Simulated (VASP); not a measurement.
Input of a VASP 6.6.1 run:

INCAR

```
  PREC = Accurate
  ENCUT = 520
  EDIFF = 1E-7
  ISMEAR = 0
  SIGMA = 0.02
  LREAL = Auto
  LASPH = True
  NELM = 60
  ALGO = Normal
  ISIF = 2
  LWAVE = False
  LCHARG = False
  GGA = PE
  NBANDS = 168
  NELECT = 288.0
```

KPOINTS

```
Automatic mesh
0
Gamma
  2 2 2
  0.5 0.5 0.5
```

POSCAR

```
Ti12HO24
1.0
   -4.6433175423     -4.6433175423      0.0000000000
    4.6433175423     -4.6433175423      0.0000000000
    0.0000000000      0.0000000000      8.8916040206
Ti O H
12 24 1
Direct
    0.0012719354      0.5148710977     -0.0025713021
    0.0016147937      0.5151217805      0.3359393865
    0.0076039383      0.4862102321      0.6666961311
    0.4918742858     -0.0123578669     -0.0075692754
    0.4916495543     -0.0126362239      0.3408972097
    0.4964639999      0.0163238890      0.6666710513
    1.0175711562      0.0269223457      0.1666558696
    0.9901416300     -0.0061908323      0.5004863003
    0.9903437484     -0.0065305678      0.8328143024
    0.4902255724      0.4753833827      0.1666596934
    0.5081827763      0.5077358976      0.5003946408
    0.5078906361      0.5080782175      0.8329011259
    0.7963013441      0.5449228869      0.1666467599
    0.8035493946      0.5068613074      0.4996351603
    0.8035473486      0.5068721832      0.8337031185
    0.3124004522      0.0091965496      0.1666774630
    0.3069383016      0.0048172454      0.5000533076
    0.3069604840      0.0048183222      0.8333247840
    0.0164407235      0.8096768024     -0.0032615038
    0.0164426618      0.8096811096      0.3366237400
    0.0026902102      0.8090145603      0.6666643033
    0.5119870606      0.2976629290      0.0031758049
    0.5119751080      0.2977181697      0.3301956535
    0.5020214488      0.3030854528      0.6666667776
   -0.0123463449      0.2001030495      0.3304916631
   -0.0025074744      0.1961285205      0.6666664402
   -0.0123531289      0.2001468759      0.0028756341
    0.4841807564      0.6917879233      0.3363832884
    0.4966759174      0.6918932360      0.6666649781
    0.4841872173      0.6917887848     -0.0030200400
    0.1905585806      0.4917273004      0.1666784752
    0.1927448407      0.4952391214      0.4998735875
    0.1927514093      0.4952392291      0.8334877467
    0.7103751725     -0.0637564623      0.1666600308
    0.6947175098     -0.0061988007      0.4998438965
    0.6947404459     -0.0062085997      0.8334958443
    0.7411959162      0.7795445750      0.1666536203
```

Potentials or basis: VASP PAW PBE potentials, release 64 (Ti_sv, O, H).

Command:

```sh
$ cat potpaw_PBE.64/Ti_sv/POTCAR potpaw_PBE.64/O/POTCAR potpaw_PBE.64/H/POTCAR > POTCAR
$ mpirun -np 1 vasp_std > vasp.out
```

What does it give for the largest force?

0.617 eV/Å.

Forces in eV/Å, atoms in the order of the input:
```
Ti   0.038  0.071  0.101
Ti   0.029  0.072 -0.096
Ti   0.015 -0.055 -0.001
Ti   0.072 -0.008 -0.025
Ti   0.063 -0.003  0.028
Ti  -0.077 -0.007 -0.002
Ti  -0.100 -0.048 -0.003
Ti   0.024 -0.039 -0.004
Ti   0.026 -0.043  0.001
Ti  -0.033 -0.099 -0.004
Ti  -0.008  0.055 -0.001
Ti  -0.007  0.059  0.011
O   -0.366  0.221  0.001
O    0.008  0.022  0.007
O    0.010  0.023 -0.006
O   -0.020 -0.017  0.003
O    0.047  0.069  0.031
O    0.046  0.066 -0.033
O   -0.004  0.022  0.049
O   -0.002  0.022 -0.045
O   -0.051  0.058  0.000
O   -0.044  0.060 -0.046
O   -0.045  0.061  0.041
O   -0.002 -0.004 -0.002
O   -0.008 -0.009  0.055
O   -0.024  0.030 -0.001
O   -0.009 -0.007 -0.060
O   -0.010 -0.043 -0.055
O    0.055 -0.053  0.001
O   -0.007 -0.048  0.057
O   -0.055 -0.046  0.003
O   -0.057 -0.037  0.003
O   -0.056 -0.036 -0.005
O    0.009 -0.039  0.001
O    0.001  0.008  0.008
O    0.000  0.010 -0.012
H    0.546 -0.287  0.000
```

Caveat: the cell carries a net charge on a neutralising background, which shifts energy and pressure.
